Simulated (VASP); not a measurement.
Write the native input for VASP 6.6.1 that does the following.

```
Task                   : single point
Functional             : r2SCAN
Potentials or basis    : VASP PAW PBE potentials, release 64 (Zr_sv, B)
Cutoff                 : 520 eV
k mesh                 : 12 × 12 × 12
Occupations            : gaussian, width 0.05 eV
Spin                   : no spin polarisation
Dipole correction      : no
Further INCAR settings : ALGO = Normal; EDIFF = 1e-06; NBANDS = 14
```

The system is ZrB.

```
Zr B
1.0
     0.00000    2.43920    2.43920
     2.43920    0.00000    2.43920
     2.43920    2.43920    0.00000
Zr B
1 1
Direct
  0.50000 0.50000 0.50000
  0.00000 0.00000 0.00000
```

One way to write it, as run:

POSCAR

```
ZrB
1.0
    0.0000000000      2.4392012052      2.4392012052
    2.4392012052      0.0000000000      2.4392012052
    2.4392012052      2.4392012052      0.0000000000
Zr B
1 1
Direct
    0.5000000000      0.5000000000      0.5000000000
    0.0000000000      0.0000000000      0.0000000000
```

INCAR.step1

```
SYSTEM = ZrB
  PREC = Accurate
  ENCUT = 520
  ISMEAR = 0
  SIGMA = 0.05
  LREAL = .False.
  LASPH = .True.
  NELM = 80
  NBANDS = 14
  GGA = PE
  ALGO = Normal
  EDIFF = 1E-4
  LWAVE = .True.
  LCHARG = .False.
```

INCAR.step2

```
SYSTEM = ZrB
  PREC = Accurate
  ENCUT = 520
  EDIFF = 1E-6
  ISMEAR = 0
  SIGMA = 0.05
  LREAL = .False.
  LASPH = .True.
  NELM = 80
  ALGO = Normal
  ISIF = 2
  LWAVE = .False.
  LCHARG = .False.
  METAGGA = R2SCAN
  LMIXTAU = .True.
  NBANDS = 14
  ISTART = 1
```

KPOINTS

```
Automatic mesh
0
Gamma
  12 12 12
  0 0 0
```

Potentials or basis: VASP PAW PBE potentials, release 64 (Zr_sv, B).

Run with:

```sh
$ cat potpaw_PBE.64/Zr_sv/POTCAR potpaw_PBE.64/B/POTCAR > POTCAR
$ cp INCAR.step1 INCAR
$ mpirun -np 1 vasp_std > vasp.out
$ cp INCAR.step2 INCAR
$ mpirun -np 1 vasp_std > vasp.out
```

It gave:

```yaml
Pressure: 3.5 GPa
Band_gap_on_the_k_mesh: zero (an odd number of electrons rules out a gap without spin polarisation)
```

Caveat: the cell stands under pressure; the PAW data sets were made with another functional, which shifts forces and pressure a little.

Run time: 4.3 min on 1 thread of Intel Xeon 8259CL, on a shared host, peak memory 0.18 GiB.
